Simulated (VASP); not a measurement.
CaB15N15 (a cell with a defect) (Ca_B-V_N): single point with PBE

CaB15N15 (a cell with a defect) (Ca_B-V_N):

```
B Ca N
1.0
    -3.62411    3.62411   -3.62411
     3.62411    3.62411    3.62411
     3.62411   -3.62411   -3.62411
B Ca N
15 1 15
Direct
  0.99969 0.00020 0.93097
  0.01392 0.26156 0.75784
  0.01392 0.50651 0.51288
  0.99968 0.67965 0.25152
  0.26104 0.01443 0.75783
  0.26105 0.50651 0.26575
  0.24377 0.75012 0.00143
  0.50599 0.01444 0.51288
  0.50599 0.26156 0.26575
  0.50014 0.50065 0.00708
  0.50014 0.75577 0.75197
  0.67914 0.00022 0.25155
  0.74960 0.24430 0.00144
  0.75524 0.50064 0.75197
  0.74960 0.75012 0.49561
  0.12515 0.12568 0.37701
  0.00143 0.24990 0.00912
  0.00934 0.50719 0.75851
  0.00143 0.75781 0.50121
  0.24939 0.00194 0.00913
  0.25649 0.25701 0.78223
  0.25649 0.53090 0.50833
  0.24938 0.75781 0.25326
  0.50668 0.00987 0.75852
  0.53037 0.25701 0.50833
  0.50668 0.50719 0.26118
  0.50409 0.75526 0.00658
  0.75729 0.00194 0.50123
  0.75728 0.24991 0.25326
  0.75473 0.50458 0.00656
  0.75474 0.75525 0.75592
```

| Property | Result |
| --- | --- |
| Program | VASP 6.6.1 |
| Task | single point |
| Functional | PBE |
| Potentials or basis | VASP PAW PBE potentials, release 64 (B, Ca_sv, N) |
| Cutoff | 520 eV |
| k mesh | 1 × 1 × 1, shifted |
| Occupations | fermi-dirac, width 0.01 eV |
| Spin | no spin polarisation |
| Dipole correction | no |
| Charge | 2 |
| Further INCAR settings | LREAL = Auto; ALGO = Normal; EDIFF = 1e-06; NBANDS = 86; NELECT = 128.0 |

* Largest force: 0.105 eV/Å

Forces in eV/Å, atoms in the order of the input:
```
B    0.001 -0.001  0.002
B    0.010 -0.020  0.016
B    0.011 -0.015  0.021
B    0.000 -0.001 -0.001
B   -0.016 -0.020 -0.010
B   -0.015  0.011  0.020
B    0.001  0.011 -0.012
B   -0.020 -0.015 -0.011
B   -0.019  0.010  0.015
B    0.000  0.025  0.002
B   -0.003 -0.001 -0.024
B    0.000 -0.002  0.003
B    0.010  0.009 -0.001
B    0.024  0.000  0.003
B    0.011  0.000 -0.011
Ca  -0.061 -0.060  0.061
N    0.016  0.018  0.012
N   -0.003 -0.006  0.006
N    0.016 -0.013 -0.019
N   -0.013  0.019 -0.015
N    0.038 -0.007 -0.039
N    0.039  0.039  0.007
N   -0.013  0.015 -0.019
N   -0.006 -0.006  0.002
N   -0.008  0.040 -0.039
N   -0.006 -0.002  0.006
N   -0.020 -0.007  0.007
N    0.019 -0.013 -0.016
N    0.018  0.016  0.011
N   -0.005 -0.005  0.019
N   -0.006 -0.020  0.007
```

Levels at points of the mesh, in eV from the Fermi level:
| k point | band 61 | band 62 | band 63 | band 64 | band 65 | band 66 | band 67 | band 68 |
| --- | --- | --- | --- | --- | --- | --- | --- | --- |
| (0.25, 0.25, 0.25) | -1.95 | -1.25 | -0.28 | -0.28 | 2.19 | 3.36 | 3.36 | 5.35 |

Run time: 54 s on 1 thread of Intel(R) Xeon(R) Platinum 8259CL CPU @ 2.50GHz (Skylake/Cascade Lake), on a shared host, peak memory 0.32 GiB.

Caveat: the k points lie up to 1.23 Å⁻¹ apart; the cell carries a net charge on a neutralising background, which shifts energy and pressure; the cell is charged against a uniform background, so pressure and absolute levels hang on convention.
